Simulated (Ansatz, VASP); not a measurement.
**Two plane-wave programs on K**

```
CELL_PARAMETERS angstrom
0.00000 3.40520 3.40520
3.40520 0.00000 3.40520
3.40520 3.40520 0.00000
ATOMIC_POSITIONS crystal
K 0.00000 0.00000 0.00000
```

Alike in both runs: task single point; functional BLYP; k mesh 9 × 9 × 9; occupations fermi-dirac, width 0.1 eV; no spin polarisation.

|  | VASP | Ansatz |
| --- | --- | --- |
| version | VASP 6.6.1 | Ansatz 0.2.0 |
| potentials or method | VASP PAW PBE potentials, release 64 (K_sv), cutoff 520 eV | plane waves (420 eV) with PAW, scalar-relativistic |
| valence electrons in the cell | 9 | 9 |

```csv
,VASP,Ansatz,Ansatz less VASP
pressure (GPa),-0.1,-0.1,+0.01
```

VASP's potentials were made for PBE, not for BLYP.
